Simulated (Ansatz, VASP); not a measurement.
## BaTiO3: VASP beside Ansatz

Contents of INCAR:

```
SYSTEM = BaTiO3
ALGO = Normal
EDIFF = 1E-6
ENCUT = 520
GGA = PE
ISIF = 2
ISMEAR = -1
LASPH = .TRUE.
LCHARG = .FALSE.
LREAL = .FALSE.
LWAVE = .FALSE.
NBANDS = 28
NELM = 60
PREC = Accurate
SIGMA = 0.05
```

The input KPOINTS:

```
k-points
0
G
  7 7 7
  0 0 0
```

POSCAR

```
BaTiO3
1.0
    3.9998000000     -0.0399980000      0.0000000000
   -0.0399980000      3.9998000000      0.0000000000
    0.0000000000      0.0000000000      4.0180000000
Ba Ti O
1 1 3
Direct
    0.0000000000      0.0000000000      0.0000000000
    0.5000000000      0.5000000000      0.4900000000
    0.0000000000      0.5000000000      0.5170000000
    0.5000000000      0.0000000000      0.5170000000
    0.5000000000      0.5000000000      0.0190000000
```

The input input.yaml:

```yaml
crystal:
  lattice:
    - [3.9998, -0.039998, 0.0]
    - [-0.039998, 3.9998, 0.0]
    - [0.0, 0.0, 4.018]
  atoms:
    - { symbol: Ba, position: [0.0, 0.0, 0.0] }
    - { symbol: Ti, position: [0.5, 0.5, 0.49] }
    - { symbol: O, position: [0.0, 0.5, 0.517] }
    - { symbol: O, position: [0.5, 0.0, 0.517] }
    - { symbol: O, position: [0.5, 0.5, 0.019] }
kpoints:
  mp_grid: { grid: [7, 7, 7] }
  band_path:
    path:
      - [0.0, 0.0, 0.0]
      - [0.4901970395, 0.4901970395, 0.0]
      - [0.0, 0.5, 0.0]
      - [0.0, 0.5, 0.5]
      - [0.4901970395, 0.4901970395, 0.5]
      - [0.0, 0.0, 0.5]
      - [0.0, 0.0, 0.0]
      - [-0.5, 0.5, 0.0]
    npoints: 12
scf:
  occupations: { method: fermi_dirac, width: 0.05 }
hamiltonian:
  xc: pbe
  pseudopotentials: { kind: all_electron, lapw: { basis_error: 0.002 } }
output:
  forces: true
  stress: true
  eigenvalues: true
```

Change from the starting cell: strain_shear_xy = -0.02.

Alike in both runs: functional PBE; k mesh 7 × 7 × 7; occupations fermi-dirac, width 0.05 eV; no spin polarisation.

```csv
,VASP,Ansatz
version,VASP 6.6.1,Ansatz 0.2.0
potentials or method,"VASP PAW PBE potentials, release 64 (Ba_sv, Ti_sv, O), cutoff 520 eV","all-electron LAPW, scalar-relativistic"
task,single point,band structure
```

Ansatz gave:

- gap on the k mesh at the Fermi level (eV): 1.91
- least direct gap on the mesh (eV): 2.01
- pressure (GPa): 2.5
- traceless stress, the component that is largest in VASP (GPa): 2.44
- rms of the force components (eV/Å): 0.097

Problem. Estimate VASP's values.

Solution. gap on the k mesh at the Fermi level (eV): 1.86; least direct gap on the mesh (eV): 1.99; pressure (GPa): 4.3; traceless stress, the component that is largest in VASP (GPa): 2.51; rms of the force components (eV/Å): 0.090.

Atom by atom the forces differ by 0.017 eV/Å (rms over components). Ansatz ran all-electron here, and VASP with PAW potentials.

Neither program's run includes spin-orbit coupling.
